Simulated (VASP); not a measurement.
# MnSi (wurtzite type) (P6_3/mmc) in VASP: single point with r2SCAN

Aim: the single point of MnSi (wurtzite type) with r2SCAN.

Program: VASP 6.6.1. These are calculated values, not measurements. Logs are shortened: lines on timing, memory, paths and dates and some standing lists are left out, and cuts for length are marked.

### 1 The cell of the first run

It takes space group P6_3/mmc (No. 194, hexagonal). Conventional cell: a = 4.248 Å, b = 4.248 Å, c = 4.701 Å, α = 90.00°, β = 90.00°, γ = 120.00°. Within 3.1 Å of Mn (site symmetry -6m2) lie 5 Si at 2.35 to 2.45 Å. Within 3.1 Å of Si (site symmetry -6m2) lie 5 Mn at 2.35 to 2.45 Å.

### 2 Single point, r2SCAN, collinear spin, ferromagnetic start

The input, POSCAR:

```
MnSi
1.0
    4.2478580784      0.0000000000      0.0000000000
   -2.1239290392      3.6787530075      0.0000000000
    0.0000000000      0.0000000000      4.7012927031
Mn Si
2 2
Direct
    0.3333333333      0.6666666667     -0.0619973178
    0.6666666667      0.3333333333      0.4380026822
    0.3333333333      0.6666666667      0.4379973178
    0.6666666667      0.3333333333      0.9379973178
```

The input, INCAR.step1:

```
SYSTEM = MnSi
ALGO = Normal
EDIFF = 1E-4
ENCUT = 520
GGA = PE
ISMEAR = -1
ISPIN = 2
LASPH = .TRUE.
LCHARG = .FALSE.
LMAXMIX = 4
LREAL = .FALSE.
LWAVE = .TRUE.
MAGMOM = 3 3 0 0
NBANDS = 29
NELM = 150
PREC = Accurate
SIGMA = 0.1
```

The input, INCAR.step2:

```
SYSTEM = MnSi
ALGO = Normal
EDIFF = 1E-6
ENCUT = 520
ISIF = 2
ISMEAR = -1
ISPIN = 2
ISTART = 1
LASPH = .TRUE.
LCHARG = .FALSE.
LMAXMIX = 4
LMIXTAU = .TRUE.
LORBIT = 11
LREAL = .FALSE.
LWAVE = .FALSE.
MAGMOM = 3 3 0 0
METAGGA = R2SCAN
NBANDS = 29
NELM = 150
PREC = Accurate
SIGMA = 0.1
```

The input, KPOINTS:

```
k-points
0
G
  9 9 5
  0 0 0
```

Potentials or basis: VASP PAW PBE potentials, release 64 (Mn_pv, Si).

Launch:

```console
> cat potpaw_PBE.64/Mn_pv/POTCAR potpaw_PBE.64/Si/POTCAR > POTCAR
> cp INCAR.step1 INCAR
> mpirun -np 1 vasp_std > vasp.out
> cp INCAR.step2 INCAR
> mpirun -np 1 vasp_std > vasp.out
```

OUTCAR:

```text
SYSTEM = MnSi
   EDIFF = 1E-6
   ENCUT = 520
   ISIF = 2
   ISMEAR = -1
   ISPIN = 2
   ISTART = 1
   LASPH = .TRUE.
   LORBIT = 11
   LREAL = .FALSE.
   METAGGA = R2SCAN
   NELM = 150
   PREC = Accurate

 ion  position               nearest neighbor table
   1  0.333  0.667  0.938-   3 2.35   3 2.35   4 2.45   4 2.45   4 2.45
   2  0.667  0.333  0.438-   4 2.35   4 2.35   3 2.45   3 2.45   3 2.45
   3  0.333  0.667  0.438-   1 2.35   1 2.35   2 2.45   2 2.45   2 2.45
   4  0.667  0.333  0.938-   2 2.35   2 2.35   1 2.45   1 2.45   1 2.45

  LATTYP: Found a hexagonal cell.
 ALAT       =     4.2478580784
 C/A-ratio  =     1.1067442971

  Lattice vectors:

 A1 = (   4.2478580784,   0.0000000000,   0.0000000000)
 A2 = (  -2.1239290392,   3.6787530075,   0.0000000000)
 A3 = (   0.0000000000,   0.0000000000,   4.7012927031)

Analysis of symmetry for initial positions (statically):
=====================================================================
 Subroutine PRICEL returns:
 Original cell was already a primitive cell.

 Routine SETGRP: Setting up the symmetry group for a
 hexagonal supercell.

 Subroutine GETGRP returns: Found 12 space group operations
 (whereof  6 operations were pure point group operations)
 out of a pool of 24 trial point group operations.

The static configuration has the point symmetry C_3v.
 The point group associated with its full space group is C_6v.

Analysis of symmetry for dynamics (positions and initial velocities):
=====================================================================
 Subroutine PRICEL returns:
 Original cell was already a primitive cell.

 Routine SETGRP: Setting up the symmetry group for a
 hexagonal supercell.

 Subroutine GETGRP returns: Found 12 space group operations
 (whereof  6 operations were pure point group operations)
 out of a pool of 24 trial point group operations.

The dynamic configuration has the point symmetry C_3v.
 The point group associated with its full space group is C_6v.

Analysis of structural, dynamic, and magnetic symmetry:
=====================================================================
 Subroutine PRICEL returns:
 Original cell was already a primitive cell.

 Routine SETGRP: Setting up the symmetry group for a
 hexagonal supercell.

 Subroutine GETGRP returns: Found 12 space group operations
 (whereof  6 operations were pure point group operations)
 out of a pool of 24 trial point group operations.

The overall configuration has the point symmetry C_3v.
 The point group associated with its full space group is C_6v.

 Subroutine INISYM returns: Found 12 space group operations
 (whereof  6 operations are pure point group operations),
 and found     1 'primitive' translations

----------------------------------------------------------------------------------------

                                     Primitive cell

  volume of cell :      73.4663

  direct lattice vectors                    reciprocal lattice vectors
     4.247858078  0.000000000  0.000000000     0.235412761  0.135915621  0.000000000
    -2.123929039  3.678753008  0.000000000     0.000000000  0.271831242  0.000000000
     0.000000000  0.000000000  4.701292703     0.000000000  0.000000000  0.212707454

  length of vectors
     4.247858078  4.247858078  4.701292703     0.271831242  0.271831242  0.212707454

  position of ions in fractional coordinates (direct lattice)
     0.333333333  0.666666667  0.938002682
     0.666666667  0.333333333  0.438002682
     0.333333333  0.666666667  0.437997318
     0.666666667  0.333333333  0.937997318

  ion indices of the primitive-cell ions
   primitive index   ion index
                 1           1
                 2           2
                 3           3
                 4           4

----------------------------------------------------------------------------------------

 KPOINTS: k-points

Automatic generation of k-mesh.
 Grid dimensions read from file:
 generate k-points for:    9    9    5

 Generating k-lattice:

  Cartesian coordinates                     Fractional coordinates (reciprocal lattice)
     0.026156973  0.015101736  0.000000000     0.111111111  0.000000000  0.000000000
     0.000000000  0.030203471  0.000000000     0.000000000  0.111111111  0.000000000
     0.000000000  0.000000000  0.042541491     0.000000000  0.000000000  0.200000000

  Length of vectors
     0.030203471  0.030203471  0.042541491

  Shift w.r.t. Gamma in fractional coordinates (k-lattice)
     0.000000000  0.000000000  0.000000000

 Subroutine IBZKPT returns following result:
 ===========================================

 Found     36 irreducible k-points:

 Following reciprocal coordinates:
            Coordinates               Weight
  0.000000  0.000000  0.000000      1.000000
  0.111111 -0.000000  0.000000      6.000000
  0.222222 -0.000000  0.000000      6.000000
  0.333333 -0.000000  0.000000      6.000000
  0.444444 -0.000000  0.000000      6.000000
  0.111111  0.111111  0.000000      6.000000
[... 16 lines left out ...]
  0.333333  0.222222  0.200000     24.000000
  0.333333  0.333333  0.200000      4.000000
 [... further k-points ...]
   k-points           NKPTS =     36   k-points in BZ     NKDIM =     36   number of bands    NBANDS=     29
   number of dos      NEDOS =    301   number of ions     NIONS =      4
   total plane-waves  NPLWV =  36864
   dimension x,y,z NGX =    32 NGY =   32 NGZ =   36
   dimension x,y,z NGXF=    64 NGYF=   64 NGZF=   72
   ions per type =               2   2
   NGX,Y,Z   is equivalent  to a cutoff of  12.52, 12.52, 12.73 a.u.
   NGXF,Y,Z  is equivalent  to a cutoff of  25.05, 25.05, 25.46 a.u.
 SYSTEM =  MnSi
   PREC   = accura    normal or accurate (medium, high low for compatibility)
   ISTART =      1    job   : 0-new  1-cont  2-samecut
   ICHARG =      0    charge: 1-file 2-atom 10-const
   ISPIN  =      2    spin polarized calculation?
   LNONCOLLINEAR =      F non collinear calculations
   LSORBIT =      F    spin-orbit coupling
   LASPH  =      T    aspherical Exc in radial PAW
   ENCUT  =  520.0 eV  38.22 Ry    6.18 a.u.   7.90  7.90  8.74*2*pi/ulx,y,z
   NELM   =    150;   NELMIN=  2; NELMDL=  0     # of ELM steps
   EDIFF  = 0.1E-05   stopping-criterion for ELM
   LREAL  =      F    real-space projection
   EDIFFG = 0.1E-04   stopping-criterion for IOM
   NSW    =      0    number of steps for IOM
   IBRION =     -1    ionic relax: 0-MD 1-quasi-New 2-CG
   NFREE  =      0    steps in history (QN), initial steepest desc. (CG)
   ISIF   =      2    stress and relaxation
   ISYM   =      2    0-nonsym 1-usesym 2-fastsym
   POTIM  = 0.5000    time-step for ionic-motion
   TEBEG  =    0.0;   TEEND  =   0.0 temperature during run
   PSTRESS=    0.0 pullay stress
   NELECT =      34.0000    total number of electrons
   NUPDOWN=      -1.0000    fix difference up-down
   EMIN   =  10.00;   EMAX   =-10.00  energy-range for DOS
   EFERMI =   0.00;   METHOD = LEGACY
   ISMEAR =    -1;   SIGMA  =   0.10  broadening in eV -4-tet -1-fermi 0-gaus
   EFERMI_NEDOS =   21; number of points for ismear=-14 and -15
   IALGO  =     38    algorithm
   IMIX   =      4    mixing-type and parameters
     AMIX     =   0.40;   BMIX     =  1.00
     AMIX_MAG =   1.60;   BMIX_MAG =  1.00
  volume/ion in A,a.u.               =      18.37       123.94
  Fermi-wavevector in a.u.,A,eV,Ry     =   1.266306  2.392970 21.817345  1.603530
  Thomas-Fermi vector in A             =   2.399513
   LORBIT       =     11    0 simple, 1 ext, 2 COOP (PROOUT), +10 PAW based schemes
   METAGGA = R2SCAN    functional components
   LHFCALC =     F    Hartree Fock is set to
   AEXX    =    0.0000 exact exchange contribution
   IVDW    =     0    specifies the selected vdW correction
   LEPSILON=     F    determine dielectric tensor
   LRPA    =     F    only Hartree local field effects (RPA)
 spin polarized calculation
  energy-cutoff  :      520.00
  volume of cell :       73.47
 maximum number of plane-waves:      1992
 NGX is ok and might be reduce to    32
   NGX = 15   NGY = 15   NGZ = 17

 number of electron      34.0000033 magnetization       6.0290642

 Free energy of the ion-electron system (eV)
  ---------------------------------------------------
  ext. energy  EPLUGINS =         0.00000000
  ---------------------------------------------------
  free energy    TOTEN  =       -46.36791901 eV

  energy without entropy =      -46.32543475  energy(sigma->0) =      -46.34667688

 E-fermi :   5.6871     XC(G=0): -10.8571

 val. band max:        5.6751604680   @ k =   0.3333   0.3333   0.4000
 cond. band min:       5.6940761415   @ k =   0.3333   0.1111   0.4000
 fundamental gap:      0.0189156735
 Fermi energy:         5.6870794383

 spin component 1

 k-point     1 :       0.0000    0.0000    0.0000
  band No.  band energies     occupation
      1     -46.3442      1.00000
      2     -46.3441      1.00000
      3     -46.3359      1.00000
      4     -46.3358      1.00000
      5     -45.9512      1.00000
      6     -45.9328      1.00000
[... 757 lines left out ...]
     28      13.6020      0.00000
     29      16.1983      0.00000

 [... further k-points ...]

 spin component 2

 k-point     1 :       0.0000    0.0000    0.0000
  band No.  band energies     occupation
      1     -41.8009      1.00000
      2     -41.7756      1.00000
      3     -41.6141      1.00000
      4     -41.6140      1.00000
      5     -41.6022      1.00000
      6     -41.6020      1.00000
[... 757 lines left out ...]
     28      14.6219      0.00000
     29      16.4899      0.00000

 [... further k-points ...]

------------------------ aborting loop because EDIFF is reached ----------------------------------------

  FORCE on cell =-STRESS in cart. coord.  units (eV):
  Direction    XX          YY          ZZ          XY          YZ          ZX
  --------------------------------------------------------------------------------------
  -------------------------------------------------------------------------------------
  Total       -0.4345808     -0.4345808     -0.4181904      0.0000000     -0.0000000      0.0000000
  in kB       -9.4774869     -9.4774869     -9.1200397      0.0000000     -0.0000000      0.0000000
  external PRESSURE =      -9.3583378 kB  Pullay stress =       0.0000000 kB

 VOLUME and BASIS-vectors are now :
 -----------------------------------------------------------------------------
  energy-cutoff  :      520.00
  volume of cell :       73.47
      direct lattice vectors                 reciprocal lattice vectors
     4.247858078  0.000000000  0.000000000     0.235412761  0.135915621  0.000000000
    -2.123929039  3.678753008  0.000000000     0.000000000  0.271831242  0.000000000
     0.000000000  0.000000000  4.701292703     0.000000000  0.000000000  0.212707454

 POSITION                                       TOTAL-FORCE (eV/Angst)
 -----------------------------------------------------------------------------------
     -0.00000      2.45250      4.40983         0.000000      0.000000     -0.002903
      2.12393      1.22625      2.05918         0.000000     -0.000000     -0.002903
     -0.00000      2.45250      2.05915        -0.000000      0.000000      0.002903
      2.12393      1.22625      4.40980         0.000000     -0.000000      0.002903
 -----------------------------------------------------------------------------------
    total drift:                               -0.000000     -0.000000     -0.010786

  FREE ENERGIE OF THE ION-ELECTRON SYSTEM (eV)
  ---------------------------------------------------
  free  energy   TOTEN  =       -46.3679190065 eV

  energy  without entropy=      -46.3254347462  energy(sigma->0) =      -46.34667688

 total charge

# of ion       s       p       d       tot
------------------------------------------
    1        0.353   6.264   5.076  11.693
    2        0.353   6.264   5.076  11.693
    3        0.792   0.920   0.000   1.711
    4        0.792   0.920   0.000   1.711
--------------------------------------------------
tot          2.290  14.366  10.152  26.808

 magnetization (x)

# of ion       s       p       d       tot
------------------------------------------
    1        0.052   0.014   3.211   3.277
    2        0.052   0.014   3.211   3.277
    3       -0.035  -0.182   0.000  -0.216
    4       -0.035  -0.182   0.000  -0.216
--------------------------------------------------
tot          0.035  -0.335   6.422   6.121
```

It took 3 min on 1 thread of Intel Xeon 6975P-C (Granite Rapids), shared host; peak memory 0.29 GiB.

What came out:

```yaml
Free_energy: -46.3679 eV
Pressure: -0.9 GPa
Band_gap_on_the_k_mesh: zero (filled and empty bands overlap)
Net_moment: 6.03 μB per cell
Site_moments: Mn +3.28; Si -0.22 μB
Valence_electrons_inside_the_program's_atomic_spheres: Mn 11.69; Si 1.71
```

Forces on the atoms (eV/Å):
```
Mn   0.000  0.000 -0.003
Mn   0.000  0.000 -0.003
Si   0.000  0.000  0.003
Si   0.000  0.000  0.003
```

Levels at points of the mesh, in eV from the Fermi level:
Spin up:
```tsv
k point	band 17	band 18	band 19	band 20	band 21	band 22	band 23	band 24
(0.00, 0.00, 0.00)	-2.40	-2.40	0.45	0.97	0.97	3.22	3.55	4.14
```
Spin down:
```tsv
k point	band 11	band 12	band 13	band 14	band 15	band 16	band 17	band 18
(0.00, 0.00, 0.00)	-2.29	-1.12	-1.12	0.14	0.42	0.42	2.15	2.15
```

Caveat: the PAW data sets were made with another functional, which shifts forces and pressure a little.
